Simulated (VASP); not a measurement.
Here is a VASP 6.6.1 calculation.

The input POSCAR:

```
Al2InN3
1.0
   -1.6057789092      4.8576597962      2.2896240931
    1.6057789092     -4.8576597962      2.2896240931
    1.6057789092      4.8576597962     -2.2896240931
Al N In
2 3 1
Direct
    0.6716143814      1.0012197469      0.6703946345
    0.3308251124      0.0012197469      0.3296053655
    0.4573393943      0.2741785399      0.1831608544
    0.0910176855      0.2741785399      0.8168391456
    0.6960563204      0.1960563204      0.5000000000
    0.0031471060      0.0031471060      0.0000000000
```

File INCAR.step1:

```
  ALGO = Normal
  EDIFF = 1E-4
  ENCUT = 520
  GGA = PE
  ISMEAR = 0
  LASPH = True
  LCHARG = False
  LREAL = False
  LWAVE = True
  NBANDS = 26
  NELM = 80
  PREC = Accurate
  SIGMA = 0.01
```

INCAR.step2

```
  ALGO = Normal
  EDIFF = 1E-6
  ENCUT = 520
  ISIF = 2
  ISMEAR = 0
  ISTART = 1
  LASPH = True
  LCHARG = False
  LMIXTAU = True
  LREAL = False
  LWAVE = False
  METAGGA = R2SCAN
  NBANDS = 26
  NELM = 80
  PREC = Accurate
  SIGMA = 0.01
```

KPOINTS

```
k-points
0
Gamma
  10 10 10
```

Potentials or basis: VASP PAW PBE potentials, release 64 (Al, N, In_d).

Launch:

```sh
$ cat potpaw_PBE.64/Al/POTCAR potpaw_PBE.64/N/POTCAR potpaw_PBE.64/In_d/POTCAR > POTCAR
$ cp INCAR.step1 INCAR
$ mpirun -np 1 vasp_std > vasp.out
$ cp INCAR.step2 INCAR
$ mpirun -np 1 vasp_std > vasp.out
```

(1) What does it give for the pressure?

(2) Estimate the largest force.

(3) What does it give for the band gap on the k mesh?

## Answers

(1) 0.0 GPa.

(2) 0.060 eV/Å.

(3) 2.21 eV (least direct gap 2.28 eV).

Caveat: the PAW data sets were made with another functional, which shifts forces and pressure a little; spin-orbit coupling is left out, which moves the levels of the heavy elements.
